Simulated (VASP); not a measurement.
# Te2Pt (P-3m1) in VASP: further runs, part 2 of 2

VASP 6.6.1.

## Step 5: Single point, PBE, collinear spin (26.00 Å³/atom)

This run uses another cell than the first one, of 26.00 Å³/atom.

INCAR

```
SYSTEM = Te2Pt
  PREC = Accurate
  ENCUT = 500
  EDIFF = 1E-6
  ISMEAR = 0
  SIGMA = 0.15
  LREAL = .FALSE.
  LASPH = .TRUE.
  NELM = 200
  ALGO = Normal
  ISIF = 2
  LWAVE = .FALSE.
  LCHARG = .FALSE.
  ISPIN = 2
  MAGMOM = 0 0 0.312
  LORBIT = 11
  NUPDOWN = 0.3125
  LMAXMIX = 4
  GGA = PE
  NBANDS = 22
  GGA_COMPAT = .FALSE.
```

KPOINTS

```
Automatic mesh
0
G
  12 12 8
  0 0 0
```

POSCAR

```
Te2Pt
1.0
    4.0885922681      0.0000000000      0.0000000000
   -2.0442961340      3.5408247699      0.0000000000
    0.0000000000      0.0000000000      5.3884626196
Te Pt
2 1
Direct
    0.3333333333      0.6666666667      0.2528728645
    0.6666666667      0.3333333333      0.7471271355
    0.0000000000      0.0000000000      0.0000000000
```

Potentials or basis: VASP PAW PBE potentials, release 64 (Te, Pt).

Launch:

```console
$ cat potpaw_PBE.64/Te/POTCAR potpaw_PBE.64/Pt/POTCAR > POTCAR
$ mpirun -np 1 vasp_std > vasp.out
```

OUTCAR:

```text
SYSTEM = Te2Pt
   PREC = Accurate
   ENCUT = 500
   EDIFF = 1E-6
   ISMEAR = 0
   LREAL = .FALSE.
   LASPH = .TRUE.
   NELM = 200
   ISIF = 2
   ISPIN = 2
   LORBIT = 11
   NUPDOWN = 0.3125
   GGA = PE

 ion  position               nearest neighbor table
   1  0.333  0.667  0.253-   3 2.73   3 2.73   3 2.73   2 3.56   2 3.56   2 3.56   2 3.61   2 3.61
                             2 3.61
   2  0.667  0.333  0.747-   3 2.73   3 2.73   3 2.73   1 3.56   1 3.56   1 3.56   1 3.61   1 3.61
                             1 3.61
   3  0.000  0.000  0.000-   1 2.73   2 2.73   1 2.73   2 2.73   2 2.73   1 2.73

  LATTYP: Found a hexagonal cell.
 ALAT       =     4.0885922681
 C/A-ratio  =     1.3179261385

  Lattice vectors:

 A1 = (   4.0885922681,   0.0000000000,   0.0000000000)
 A2 = (  -2.0442961340,   3.5408247699,   0.0000000000)
 A3 = (   0.0000000000,   0.0000000000,   5.3884626196)

Analysis of symmetry for initial positions (statically):
=====================================================================
 Subroutine PRICEL returns:
 Original cell was already a primitive cell.

 Routine SETGRP: Setting up the symmetry group for a
 hexagonal supercell.

 Subroutine GETGRP returns: Found 12 space group operations
 (whereof 12 operations were pure point group operations)
 out of a pool of 24 trial point group operations.

The static configuration has the point symmetry D_3d.

Analysis of symmetry for dynamics (positions and initial velocities):
=====================================================================
 Subroutine PRICEL returns:
 Original cell was already a primitive cell.

 Routine SETGRP: Setting up the symmetry group for a
 hexagonal supercell.

 Subroutine GETGRP returns: Found 12 space group operations
 (whereof 12 operations were pure point group operations)
 out of a pool of 24 trial point group operations.

The dynamic configuration has the point symmetry D_3d.

Analysis of structural, dynamic, and magnetic symmetry:
=====================================================================
 Subroutine PRICEL returns:
 Original cell was already a primitive cell.

 Routine SETGRP: Setting up the symmetry group for a
 hexagonal supercell.

 Subroutine GETGRP returns: Found 12 space group operations
 (whereof 12 operations were pure point group operations)
 out of a pool of 24 trial point group operations.

The overall configuration has the point symmetry D_3d.

 Subroutine INISYM returns: Found 12 space group operations
 (whereof 12 operations are pure point group operations),
 and found     1 'primitive' translations

----------------------------------------------------------------------------------------

                                     Primitive cell

  volume of cell :      78.0087

  direct lattice vectors                    reciprocal lattice vectors
     4.088592268  0.000000000  0.000000000     0.244582960  0.141210038  0.000000000
    -2.044296134  3.540824770  0.000000000     0.000000000  0.282420076  0.000000000
     0.000000000  0.000000000  5.388462620     0.000000000  0.000000000  0.185581690

  length of vectors
     4.088592268  4.088592268  5.388462620     0.282420076  0.282420076  0.185581690

  position of ions in fractional coordinates (direct lattice)
     0.333333333  0.666666667  0.252872864
[... 72 lines left out ...]
   ISTART =      0    job   : 0-new  1-cont  2-samecut
   ICHARG =      2    charge: 1-file 2-atom 10-const
   ISPIN  =      2    spin polarized calculation?
   LNONCOLLINEAR =      F non collinear calculations
   LSORBIT =      F    spin-orbit coupling
   LASPH  =      T    aspherical Exc in radial PAW
   ENCUT  =  500.0 eV  36.75 Ry    6.06 a.u.   7.45  7.45  9.82*2*pi/ulx,y,z
   NELM   =    200;   NELMIN=  2; NELMDL= -5     # of ELM steps
   EDIFF  = 0.1E-05   stopping-criterion for ELM
   LREAL  =      F    real-space projection
   EDIFFG = 0.1E-04   stopping-criterion for IOM
   NSW    =      0    number of steps for IOM
   IBRION =     -1    ionic relax: 0-MD 1-quasi-New 2-CG
   NFREE  =      0    steps in history (QN), initial steepest desc. (CG)
   ISIF   =      2    stress and relaxation
   ISYM   =      2    0-nonsym 1-usesym 2-fastsym
   POTIM  = 0.5000    time-step for ionic-motion
   TEBEG  =    0.0;   TEEND  =   0.0 temperature during run
   PSTRESS=    0.0 pullay stress
   NELECT =      22.0000    total number of electrons
   NUPDOWN=       0.3125    fix difference up-down
   EMIN   =  10.00;   EMAX   =-10.00  energy-range for DOS
   EFERMI =   0.00;   METHOD = LEGACY
   ISMEAR =     0;   SIGMA  =   0.15  broadening in eV -4-tet -1-fermi 0-gaus
   EFERMI_NEDOS =   21; number of points for ismear=-14 and -15
   IALGO  =     38    algorithm
   IMIX   =      4    mixing-type and parameters
     AMIX     =   0.40;   BMIX     =  1.00
     AMIX_MAG =   1.60;   BMIX_MAG =  1.00
  volume/ion in A,a.u.               =      26.00       175.48
  Fermi-wavevector in a.u.,A,eV,Ry     =   1.073581  2.028773 15.681741  1.152575
  Thomas-Fermi vector in A             =   2.209384
   LORBIT       =     11    0 simple, 1 ext, 2 COOP (PROOUT), +10 PAW based schemes
   GGA     = PE    functional components
   LHFCALC =     F    Hartree Fock is set to
   AEXX    =    0.0000 exact exchange contribution
   IVDW    =     0    specifies the selected vdW correction
   LEPSILON=     F    determine dielectric tensor
   LRPA    =     F    only Hartree local field effects (RPA)
 spin polarized calculation
 Gauss-broadening in eV      SIGMA  =   0.15
  energy-cutoff  :      500.00
  volume of cell :       78.01
 maximum number of plane-waves:      2005
 NGX is ok and might be reduce to    30
   NGX = 15   NGY = 15   NGZ = 19

 number of electron      21.9999999 magnetization       0.3125000

 Free energy of the ion-electron system (eV)
  ---------------------------------------------------
  ext. energy  EPLUGINS =         0.00000000
  ---------------------------------------------------
  free energy    TOTEN  =       -13.54474424 eV

  energy without entropy =      -13.53197154  energy(sigma->0) =      -13.53835789

 E-fermi :   7.5399     XC(G=0): -10.2186

 val. band max:        7.9937725921   @ k =   0.5000   0.0000   0.0000
 cond. band min:       7.5470176841   @ k =   0.0000   0.0833   0.3750
 fundamental gap:     -0.4467549080
 Fermi energy:         7.9955784960

 spin component 1

 k-point     1 :       0.0000    0.0000    0.0000
  band No.  band energies     occupation
      1      -5.8124      1.00000
      2      -2.8369      1.00000
      3       1.4513      1.00000
      4       2.3511      1.00000
      5       2.3511      1.00000
      6       4.2399      1.00000
[... 589 lines left out ...]
     21      17.5099      0.00000
     22      18.3576      0.00000

 [... further k-points ...]

 spin component 2

 k-point     1 :       0.0000    0.0000    0.0000
  band No.  band energies     occupation
      1      -5.7490      1.00000
      2      -2.7710      1.00000
      3       1.5214      1.00000
      4       2.4198      1.00000
      5       2.4198      1.00000
      6       4.2903      1.00000
[... 589 lines left out ...]
     21      17.5830      0.00000
     22      18.4343      0.00000

 [... further k-points ...]
[... 5 lines left out ...]
  --------------------------------------------------------------------------------------
  -------------------------------------------------------------------------------------
  Total       -0.0755947     -0.0755947     -0.0444194     -0.0000000      0.0000000     -0.0000000
  in kB       -1.5525972     -1.5525972     -0.9123061     -0.0000000      0.0000000     -0.0000000
  external PRESSURE =      -1.3391668 kB  Pullay stress =       0.0000000 kB

 VOLUME and BASIS-vectors are now :
 -----------------------------------------------------------------------------
  energy-cutoff  :      500.00
  volume of cell :       78.01
      direct lattice vectors                 reciprocal lattice vectors
     4.088592268  0.000000000  0.000000000     0.244582960  0.141210038  0.000000000
    -2.044296134  3.540824770  0.000000000     0.000000000  0.282420076  0.000000000
     0.000000000  0.000000000  5.388462620     0.000000000  0.000000000  0.185581690

 POSITION                                       TOTAL-FORCE (eV/Angst)
 -----------------------------------------------------------------------------------
     -0.00000      2.36055      1.36260        -0.000000     -0.000000      0.029444
      2.04430      1.18027      4.02587         0.000000      0.000000     -0.029444
      0.00000      0.00000      0.00000         0.000000      0.000000      0.000000
 -----------------------------------------------------------------------------------
    total drift:                                0.000000      0.000000     -0.000000

  FREE ENERGIE OF THE ION-ELECTRON SYSTEM (eV)
  ---------------------------------------------------
  free  energy   TOTEN  =       -13.5447442382 eV

  energy  without entropy=      -13.5319715369  energy(sigma->0) =      -13.53835789

 total charge

# of ion       s       p       d       tot
------------------------------------------
    1        1.398   1.845   0.062   3.305
    2        1.398   1.845   0.062   3.305
    3        0.656   0.597   8.070   9.323
--------------------------------------------------
tot          3.453   4.286   8.194  15.933

 magnetization (x)

# of ion       s       p       d       tot
------------------------------------------
    1        0.008   0.050   0.002   0.059
    2        0.008   0.050   0.002   0.059
    3        0.001   0.006   0.090   0.097
--------------------------------------------------
tot          0.016   0.106   0.094   0.216
```

stdout:

```text
POSCAR found type information on POSCAR TePt
 POSCAR found :  2 types and       3 ions
 scaLAPACK will be used
 LDA part: xc-table for (Slater+PW92), standard interpolation
 POSCAR, INCAR and KPOINTS ok, starting setup
 FFT: planning ... GRIDC
 FFT: planning ... GRID_SOFT
 FFT: planning ... GRID
 WAVECAR not read
 entering main loop
```

It took 11 min on 1 thread of Oxide Virtual Turin-like, shared host; peak memory 0.41 GiB.

Results:

```
Free energy                                           : -13.5447 eV
Pressure                                              : -0.1 GPa
Largest force                                         : 0.029 eV/Å
Net moment                                            : 0.31 μB per cell
Site moments                                          : Te +0.06; Pt +0.10 μB
Valence electrons inside the program's atomic spheres : Te 3.31; Pt 9.32
```

Forces in eV/Å, atoms in the order of the input:
```
Te   0.000  0.000  0.029
Te   0.000  0.000 -0.029
Pt   0.000  0.000  0.000
```

Caveat: spin-orbit coupling is left out, which moves the levels of the heavy elements; the total moment is fixed, so each spin has its own Fermi level and the state may be an excited one.

## Step 6: Overview

```csv
fixed moment (μB),cell,pressure (GPa),moment (μB),largest force (eV/Å)
0.0625,"a = 4.304, b = 4.304, c = 5.673 Å, angles 90.0, 90.0, 120.0°, 3 atoms",-9.7,0.06,1.09
0.0625,"a = 4.404, b = 4.404, c = 5.805 Å, angles 90.0, 90.0, 120.0°, 3 atoms",-11.7,0.06,1.38
0.125,"a = 4.089, b = 4.089, c = 5.388 Å, angles 90.0, 90.0, 120.0°, 3 atoms",-0.2,0.12,-
0.3125,"a = 4.089, b = 4.089, c = 5.388 Å, angles 90.0, 90.0, 120.0°, 3 atoms",-0.1,0.31,0.03
```

Alike in all rows: task single point; level PBE; potentials or basis VASP PAW PBE potentials, release 64 (Te, Pt); spin collinear; k mesh 12 × 12 × 8; cutoff (eV) 500; smearing gaussian 0.15 eV.

Caveats: spin-orbit coupling is left out, which moves the levels of the heavy elements; the total moment is fixed, so each spin has its own Fermi level and the state may be an excited one; the cell stands under tension (at least some runs); forces of over 1 eV/Å act on the atoms, so gaps and moduli don't describe the material at rest (at least some runs); this functional lacks dispersion, which binds layers or chains, so the pressure and a relaxed spacing across them are unreliable (at least some runs).

Absolute energies hang on the potentials; compare differences alone.
